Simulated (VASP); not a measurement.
# AlN (F-43m) in VASP: notebook

AlN is run at these levels: PBEsol; tasks: single point.

Everything below comes from runs of VASP 6.6.1. Logs are shortened: lines on timing, memory, paths and dates and some standing lists are left out, and cuts for length are marked.

**1. The cell of the first run**

Symmetry: F-43m, No. 216, cubic system. Conventional cell: a = 4.294 Å, b = 4.294 Å, c = 4.294 Å, α = 90.00°, β = 90.00°, γ = 90.00°. Within 2.5 Å of Al (site symmetry -43m) lie 4 N at 1.86 Å. N (site symmetry -43m) has 4 Al at 1.86 Å within 2.5 Å.

**2. Single point, PBEsol**

Contents of INCAR:

```
SYSTEM = AlN
PREC = Accurate
ENCUT = 520
EDIFF = 1E-6
ISMEAR = 0
SIGMA = 0.01
LREAL = .FALSE.
LASPH = .TRUE.
NELM = 80
ALGO = Normal
ISIF = 2
LWAVE = .FALSE.
LCHARG = .FALSE.
GGA = PS
NBANDS = 11
```

Contents of KPOINTS:

```
Automatic mesh
0
G
  8 8 8
  0 0 0
```

Contents of POSCAR:

```
AlN
1.0
    0.0000000000      2.1469700000      2.1469700000
    2.1469700000      0.0000000000      2.1469700000
    2.1469700000      2.1469700000      0.0000000000
Al N
1 1
Direct
    0.0000000000      0.0000000000      0.0000000000
    0.7500000000      0.7500000000      0.7500000000
```

Potentials or basis: VASP PAW PBE potentials, release 64 (Al, N).

On the command line:

```bash
$ cat potpaw_PBE.64/Al/POTCAR potpaw_PBE.64/N/POTCAR > POTCAR
$ mpirun -np 1 vasp_std > vasp.out
```

OUTCAR:

```text
SYSTEM = AlN
   PREC = Accurate
   ENCUT = 520
   EDIFF = 1E-6
   ISMEAR = 0
   LREAL = .FALSE.
   LASPH = .TRUE.
   NELM = 80
   ISIF = 2
   GGA = PS

 ion  position               nearest neighbor table
   1  0.000  0.000  0.000-   2 1.86   2 1.86   2 1.86   2 1.86
   2  0.750  0.750  0.750-   1 1.86   1 1.86   1 1.86   1 1.86

  LATTYP: Found a face centered cubic cell.
 ALAT       =     4.2939400000

  Lattice vectors:

 A1 = (   0.0000000000,   2.1469700000,   2.1469700000)
 A2 = (   2.1469700000,   0.0000000000,   2.1469700000)
 A3 = (   2.1469700000,   2.1469700000,   0.0000000000)

Analysis of symmetry for initial positions (statically):
=====================================================================
 Subroutine PRICEL returns:
 Original cell was already a primitive cell.

 Routine SETGRP: Setting up the symmetry group for a
 face centered cubic supercell.

 Subroutine GETGRP returns: Found 24 space group operations
 (whereof 24 operations were pure point group operations)
 out of a pool of 48 trial point group operations.

The static configuration has the point symmetry T_d .

Analysis of symmetry for dynamics (positions and initial velocities):
=====================================================================
 Subroutine PRICEL returns:
 Original cell was already a primitive cell.

 Routine SETGRP: Setting up the symmetry group for a
 face centered cubic supercell.

 Subroutine GETGRP returns: Found 24 space group operations
 (whereof 24 operations were pure point group operations)
 out of a pool of 48 trial point group operations.

The dynamic configuration has the point symmetry T_d .

 Subroutine INISYM returns: Found 24 space group operations
 (whereof 24 operations are pure point group operations),
 and found     1 'primitive' translations

----------------------------------------------------------------------------------------

                                     Primitive cell

  volume of cell :      19.7928

  direct lattice vectors                    reciprocal lattice vectors
     0.000000000  2.146970000  2.146970000    -0.232886347  0.232886347  0.232886347
     2.146970000  0.000000000  2.146970000     0.232886347 -0.232886347  0.232886347
     2.146970000  2.146970000  0.000000000     0.232886347  0.232886347 -0.232886347

  length of vectors
     3.036274092  3.036274092  3.036274092     0.403370985  0.403370985  0.403370985

  position of ions in fractional coordinates (direct lattice)
     0.000000000  0.000000000  0.000000000
     0.750000000  0.750000000  0.750000000

  ion indices of the primitive-cell ions
   primitive index   ion index
                 1           1
                 2           2

----------------------------------------------------------------------------------------

 KPOINTS: Automatic mesh

Automatic generation of k-mesh.
 Grid dimensions read from file:
 generate k-points for:    8    8    8

 Generating k-lattice:

  Cartesian coordinates                     Fractional coordinates (reciprocal lattice)
    -0.029110793  0.029110793  0.029110793     0.125000000  0.000000000  0.000000000
     0.029110793 -0.029110793  0.029110793     0.000000000  0.125000000  0.000000000
     0.029110793  0.029110793 -0.029110793     0.000000000  0.000000000  0.125000000

  Length of vectors
     0.050421373  0.050421373  0.050421373

  Shift w.r.t. Gamma in fractional coordinates (k-lattice)
     0.000000000  0.000000000  0.000000000

 Subroutine IBZKPT returns following result:
 ===========================================

 Found     29 irreducible k-points:

 Following reciprocal coordinates:
            Coordinates               Weight
  0.000000  0.000000  0.000000      1.000000
  0.125000  0.000000  0.000000      8.000000
  0.250000  0.000000  0.000000      8.000000
  0.375000  0.000000  0.000000      8.000000
  0.500000  0.000000  0.000000      4.000000
  0.125000  0.125000  0.000000      6.000000
[... 16 lines left out ...]
  0.500000  0.250000  0.125000     48.000000
 -0.375000  0.250000  0.125000     24.000000
 [... further k-points ...]
   k-points           NKPTS =     29   k-points in BZ     NKDIM =     29   number of bands    NBANDS=     11
   number of dos      NEDOS =    301   number of ions     NIONS =      2
   total plane-waves  NPLWV =  13824
   dimension x,y,z NGX =    24 NGY =   24 NGZ =   24
   dimension x,y,z NGXF=    48 NGYF=   48 NGZF=   48
   ions per type =               1   1
   NGX,Y,Z   is equivalent  to a cutoff of  13.14, 13.14, 13.14 a.u.
   NGXF,Y,Z  is equivalent  to a cutoff of  26.28, 26.28, 26.28 a.u.
 SYSTEM =  AlN
   PREC   = accura    normal or accurate (medium, high low for compatibility)
   ISTART =      0    job   : 0-new  1-cont  2-samecut
   ICHARG =      2    charge: 1-file 2-atom 10-const
   ISPIN  =      1    spin polarized calculation?
   LNONCOLLINEAR =      F non collinear calculations
   LSORBIT =      F    spin-orbit coupling
[... 32 lines left out ...]
   LEPSILON=     F    determine dielectric tensor
   LRPA    =     F    only Hartree local field effects (RPA)
 non-spin polarized calculation
 Gauss-broadening in eV      SIGMA  =   0.01
  energy-cutoff  :      520.00
  volume of cell :       19.79
 maximum number of plane-waves:       544
   NGX = 11   NGY = 11   NGZ = 11

 number of electron       7.9999998 magnetization

 Free energy of the ion-electron system (eV)
  ---------------------------------------------------
  ext. energy  EPLUGINS =         0.00000000
  ---------------------------------------------------
  free energy    TOTEN  =       -15.56468802 eV

  energy without entropy =      -15.56468802  energy(sigma->0) =      -15.56468802

 E-fermi :   6.4909     XC(G=0): -11.3556

 val. band max:        6.3729123331   @ k =   0.0000   0.0000   0.0000
 cond. band min:       9.5816195380   @ k =   0.5000   0.5000   0.0000
 fundamental gap:      3.2087072049
 Fermi energy:         6.4908979456

 k-point     1 :       0.0000    0.0000    0.0000
  band No.  band energies     occupation
      1      -8.8907      2.00000
      2       6.3729      2.00000
      3       6.3729      2.00000
      4       6.3729      2.00000
      5      10.9654      0.00000
      6      19.3529      0.00000
      7      19.3529      0.00000
      8      19.3529      0.00000
      9      24.3725      0.00000
     10      24.3725      0.00000
     11      25.8298      0.00000

 k-point     2 :       0.1250    0.0000    0.0000
  band No.  band energies     occupation
      1      -8.6467      2.00000
      2       5.1731      2.00000
      3       6.2932      2.00000
      4       6.2932      2.00000
      5      11.8944      0.00000
      6      18.7702      0.00000
      7      19.5297      0.00000
      8      19.5297      0.00000
      9      22.7674      0.00000
     10      22.7674      0.00000
     11      24.7357      0.00000

 k-point     3 :       0.2500    0.0000    0.0000
  band No.  band energies     occupation
      1      -7.9732      2.00000
      2       3.0067      2.00000
      3       6.1136      2.00000
      4       6.1136      2.00000
      5      13.2015      0.00000
      6      17.7146      0.00000
      7      19.0167      0.00000
      8      19.0167      0.00000
      9      22.9847      0.00000
     10      22.9847      0.00000
     11      23.9902      0.00000

 k-point     4 :       0.3750    0.0000    0.0000
  band No.  band energies     occupation
      1      -7.1083      2.00000
      2       1.0757      2.00000
      3       5.9500      2.00000
      4       5.9500      2.00000
      5      13.9182      0.00000
      6      16.8493      0.00000
      7      18.0900      0.00000
      8      18.0900      0.00000
      9      24.3931      0.00000
     10      25.1474      0.00000
     11      25.1474      0.00000
[... 239 lines left out ...]
 k-point    22 :       0.3750    0.2500    0.1250
  band No.  band energies     occupation
      1      -7.4286      2.00000
      2       2.6998      2.00000
      3       4.8319      2.00000
      4       5.7552      2.00000
      5      13.3847      0.00000
      6      17.1761      0.00000
      7      17.6366      0.00000
      8      20.0205      0.00000
      9      21.4355      0.00000
     10      25.9749      0.00000
     11      28.4894      0.00000

 k-point    23 :       0.5000    0.2500    0.1250
  band No.  band energies     occupation
      1      -6.6783      2.00000
      2       1.5601      2.00000
      3       4.2204      2.00000
      4       5.4100      2.00000
      5      13.5111      0.00000
      6      16.3451      0.00000
      7      18.3443      0.00000
      8      19.5990      0.00000
      9      22.8739      0.00000
     10      26.5789      0.00000
     11      28.7100      0.00000

 k-point    24 :      -0.3750    0.2500    0.1250
  band No.  band energies     occupation
      1      -6.2986      2.00000
      2       0.9899      2.00000
      3       4.0661      2.00000
      4       5.2120      2.00000
      5      13.5273      0.00000
      6      15.9804      0.00000
      7      18.9385      0.00000
      8      19.4554      0.00000
      9      24.1135      0.00000
     10      25.6010      0.00000
     11      29.0094      0.00000

 [... further k-points ...]
[... 5 lines left out ...]
  --------------------------------------------------------------------------------------
  -------------------------------------------------------------------------------------
  Total        1.6140199      1.6140199      1.6140199      0.0000000      0.0000000      0.0000000
  in kB      130.6506366    130.6506366    130.6506366      0.0000000      0.0000000      0.0000000
  external PRESSURE =     130.6506366 kB  Pullay stress =       0.0000000 kB

 VOLUME and BASIS-vectors are now :
 -----------------------------------------------------------------------------
  energy-cutoff  :      520.00
  volume of cell :       19.79
      direct lattice vectors                 reciprocal lattice vectors
     0.000000000  2.146970000  2.146970000    -0.232886347  0.232886347  0.232886347
     2.146970000  0.000000000  2.146970000     0.232886347 -0.232886347  0.232886347
     2.146970000  2.146970000  0.000000000     0.232886347  0.232886347 -0.232886347

 POSITION                                       TOTAL-FORCE (eV/Angst)
 -----------------------------------------------------------------------------------
      0.00000      0.00000      0.00000         0.000000     -0.000000      0.000000
      3.22046      3.22046      3.22046        -0.000000      0.000000     -0.000000
 -----------------------------------------------------------------------------------
    total drift:                               -0.000000     -0.000000     -0.000000

  FREE ENERGIE OF THE ION-ELECTRON SYSTEM (eV)
  ---------------------------------------------------
  free  energy   TOTEN  =       -15.5646880242 eV

  energy  without entropy=      -15.5646880242  energy(sigma->0) =      -15.56468802
```

Run time: 7.8 s. Hardware: 1 thread of Intel Xeon 8259CL, shared host; peak memory 0.13 GiB.

Results:

```
Free energy            : -15.5647 eV
Pressure               : 13.1 GPa
Band gap on the k mesh : 3.21 eV, indirect (least direct gap 4.59 eV)
```

Caveat: the PAW data sets were made with another functional, which shifts forces and pressure a little. A k mesh can miss the band edges.

**3. Single point, PBEsol**

This run uses another cell than the first one, of 10.21 Å³/atom, 1.032 times its volume.

Contents of INCAR:

```
SYSTEM = AlN
ALGO = Normal
EDIFF = 1E-7
ENCUT = 520
GGA = PS
ISIF = 2
ISMEAR = 0
LASPH = .TRUE.
LCHARG = .TRUE.
LELF = .TRUE.
LREAL = .FALSE.
LVHAR = .TRUE.
LWAVE = .FALSE.
NBANDS = 11
NELM = 100
PREC = Accurate
SIGMA = 0.01
```

Contents of KPOINTS:

```
k-points
0
G
  8 8 8
  0 0 0
```

Contents of POSCAR:

```
AlN
1.0
    0.0000000000      2.1693358805      2.1693358805
    2.1693358805      0.0000000000      2.1693358805
    2.1693358805      2.1693358805      0.0000000000
Al N
1 1
Direct
    0.0000000000      0.0000000000      0.0000000000
    0.7500000000      0.7500000000      0.7500000000
```

Potentials or basis: VASP PAW PBE potentials, release 64 (Al, N).

On the command line:

```bash
$ cat potpaw_PBE.64/Al/POTCAR potpaw_PBE.64/N/POTCAR > POTCAR
$ mpirun -np 1 vasp_std > vasp.out
```

Run time: 7.2 s. Hardware: 1 thread of Intel Xeon 8259CL, shared host; peak memory 0.13 GiB.

Results (log left out):

```
Free energy            : -15.6013 eV
Pressure               : 5.7 GPa
Band gap on the k mesh : 3.20 eV, indirect (least direct gap 4.31 eV)
```

Levels at points of the mesh, in eV from the valence-band top:
| k point | band 2 | band 3 | band 4 | band 5 | band 6 | band 7 |
| --- | --- | --- | --- | --- | --- | --- |
| (0.00, 0.00, 0.00) | 0.00 | 0.00 | 0.00 | 4.31 | 12.67 | 12.67 |
| (0.50, 0.00, 0.00) | -6.00 | -0.48 | -0.48 | 7.47 | 9.90 | 11.16 |
| (0.50, 0.50, 0.00) | -5.01 | -1.81 | -1.81 | 3.20 | 8.60 | 14.15 |

Caveat: the PAW data sets were made with another functional, which shifts forces and pressure a little. A k mesh can miss the band edges.

**4. Single point, PBEsol**

This run uses another cell than the first one, of 10.52 Å³/atom, 1.063 times its volume.

Contents of INCAR:

```
SYSTEM = AlN
PREC     = Accurate       ! precision mode
ENCUT    = 520            ! plane-wave cutoff, eV
EDIFF    = 1E-6           ! SCF threshold, eV
ISMEAR   = 0              ! smearing method
SIGMA    = 0.01           ! smearing width, eV
LREAL    = .False.        ! projectors in reciprocal space
LASPH    = .True.         ! aspherical terms in the spheres
NELM     = 80             ! most SCF steps
ALGO     = Normal         ! electronic algorithm
ISIF     = 2              ! what is computed and relaxed
LWAVE    = .False.        ! write WAVECAR
LCHARG   = .True.         ! write CHGCAR
GGA      = PS             ! functional
LELF     = .True.         ! ELF
LVHAR    = .True.       
NBANDS   = 11             ! bands
```

Contents of KPOINTS:

```
Automatic mesh
0
Gamma
  8 8 8
  0 0 0
```

Contents of POSCAR:

```
AlN
1.0
    0.0000000000      2.1912498473      2.1912498473
    2.1912498473      0.0000000000      2.1912498473
    2.1912498473      2.1912498473      0.0000000000
Al N
1 1
Direct
    0.0000000000      0.0000000000      0.0000000000
    0.7500000000      0.7500000000      0.7500000000
```

On the command line:

```bash
$ cat potpaw_PBE.64/Al/POTCAR potpaw_PBE.64/N/POTCAR > POTCAR
$ mpirun -np 1 vasp_std > vasp.out
```

It took 7.4 s on 1 thread of Intel Xeon 8259CL, shared host; peak memory 0.13 GiB.

Results (log left out):

```yaml
Free_energy: -15.6111 eV
Pressure: -0.7 GPa
Band_gap_on_the_k_mesh: 3.18 eV, indirect (least direct gap 4.05 eV)
```

Levels at points of the mesh, in eV from the valence-band top:
```tsv
k point	band 1	band 2	band 3	band 4	band 5	band 6	band 7	band 8	band 9
(0.00, 0.00, 0.00)	-14.90	0.00	0.00	0.00	4.05	12.37	12.37	12.37	17.51
(0.50, 0.00, 0.00)	-12.85	-5.87	-0.48	-0.48	7.20	9.70	10.97	10.97	17.70
(0.50, 0.50, 0.00)	-12.21	-4.92	-1.78	-1.78	3.18	8.42	13.74	15.50	15.50
```

Caveat: the PAW data sets were made with another functional, which shifts forces and pressure a little. A k mesh can miss the band edges.

**5. Single point, PBEsol**

This run uses another cell than the first one, of 10.83 Å³/atom, 1.095 times its volume.

Contents of INCAR:

```
PREC = Accurate
ENCUT = 520
EDIFF = 1E-7
ISMEAR = 0
SIGMA = 0.01
LREAL = F
LASPH = T
NELM = 100
ALGO = Normal
ISIF = 2
LWAVE = F
LCHARG = T
GGA = PS
LELF = T
LVHAR = T
NBANDS = 11
```

Contents of KPOINTS:

```
regular mesh
0
Gamma
  8 8 8
```

Contents of POSCAR:

```
AlN
1.0
    0.0000000000      2.2127340590      2.2127340590
    2.2127340590      0.0000000000      2.2127340590
    2.2127340590      2.2127340590      0.0000000000
Al N
1 1
Direct
    0.0000000000      0.0000000000      0.0000000000
    0.7500000000      0.7500000000      0.7500000000
```

On the command line:

```bash
$ cat potpaw_PBE.64/Al/POTCAR potpaw_PBE.64/N/POTCAR > POTCAR
$ mpirun -np 1 vasp_std > vasp.out
```

Wall time 8 s (1 thread of Intel Xeon 8259CL, shared host); peak memory 0.13 GiB.

Results (log left out):

```
Free energy            : -15.5978 eV
Pressure               : -6.2 GPa
Band gap on the k mesh : 3.17 eV, indirect (least direct gap 3.79 eV)
```

Levels at points of the mesh, in eV from the valence-band top:
```tsv
k point	band 1	band 2	band 3	band 4	band 5	band 6	band 7	band 8	band 9
(0.00, 0.00, 0.00)	-14.73	0.00	0.00	0.00	3.79	12.09	12.09	12.09	17.28
(0.50, 0.00, 0.00)	-12.76	-5.75	-0.48	-0.48	6.94	9.50	10.79	10.79	17.32
(0.50, 0.50, 0.00)	-12.15	-4.83	-1.75	-1.75	3.17	8.25	13.35	15.15	15.15
```

Caveat: the PAW data sets were made with another functional, which shifts forces and pressure a little. Expect the measured gap to be larger: semilocal functionals such as PBEsol lack the derivative discontinuity.

**6. Single point, PBEsol**

This run uses another cell than the first one, of 11.15 Å³/atom, 1.126 times its volume.

Contents of INCAR:

```
ALGO = Normal
EDIFF = 1E-7
ENCUT = 520
GGA = PS
ISIF = 2
ISMEAR = 0
LASPH = True
LCHARG = True
LELF = True
LREAL = False
LVHAR = True
LWAVE = False
NBANDS = 11
NELM = 80
PREC = Accurate
SIGMA = 0.01
```

Contents of KPOINTS:

```
k-points
0
Gamma
  8 8 8
```

Contents of POSCAR:

```
AlN
1.0
    0.0000000000      2.2338089851      2.2338089851
    2.2338089851      0.0000000000      2.2338089851
    2.2338089851      2.2338089851      0.0000000000
Al N
1 1
Direct
    0.0000000000      0.0000000000      0.0000000000
    0.7500000000      0.7500000000      0.7500000000
```

Potentials or basis: VASP PAW PBE potentials, release 64 (Al, N).

On the command line:

```bash
$ cat potpaw_PBE.64/Al/POTCAR potpaw_PBE.64/N/POTCAR > POTCAR
$ mpirun -np 1 vasp_std > vasp.out
```

Run time: 7.7 s. Hardware: 1 thread of Intel Xeon 8259CL, shared host; peak memory 0.13 GiB.

Results (log left out):

| Quantity | Value |
| --- | --- |
| Free energy | -15.5645 eV |
| Pressure | -10.9 GPa |
| Band gap on the k mesh | 3.15 eV, indirect (least direct gap 3.55 eV) |

Levels at points of the mesh, in eV from the valence-band top:
```csv
k point,band 2,band 3,band 4,band 5,band 6,band 7
"(0.00, 0.00, 0.00)",0.00,0.00,0.00,3.55,11.82,11.82
"(0.50, 0.00, 0.00)",-5.63,-0.47,-0.47,6.69,9.31,10.62
"(0.50, 0.50, 0.00)",-4.74,-1.72,-1.72,3.15,8.08,12.99
```

Caveat: the PAW data sets were made with another functional, which shifts forces and pressure a little. A k mesh can miss the band edges.

**7. Summary**

```csv
cell,gap on the mesh (eV),pressure (GPa)
"a = 3.036 Å, angles 60.0°, 2 atoms",3.21,13.1
"a = 3.068 Å, angles 60.0°, 2 atoms",3.20,5.7
"a = 3.099 Å, angles 60.0°, 2 atoms",3.18,-0.7
"a = 3.129 Å, angles 60.0°, 2 atoms",3.17,-6.2
"a = 3.159 Å, angles 60.0°, 2 atoms",3.15,-10.9
```

Alike in all rows: task single point; level PBEsol; potentials or basis VASP PAW PBE potentials, release 64 (Al, N); no spin polarisation; k mesh 8 × 8 × 8; cutoff (eV) 520; smearing gaussian 0.01 eV.

Caveats: the PAW data sets were made with another functional, which shifts forces and pressure a little.

Absolute energies hang on the potentials; compare differences alone.
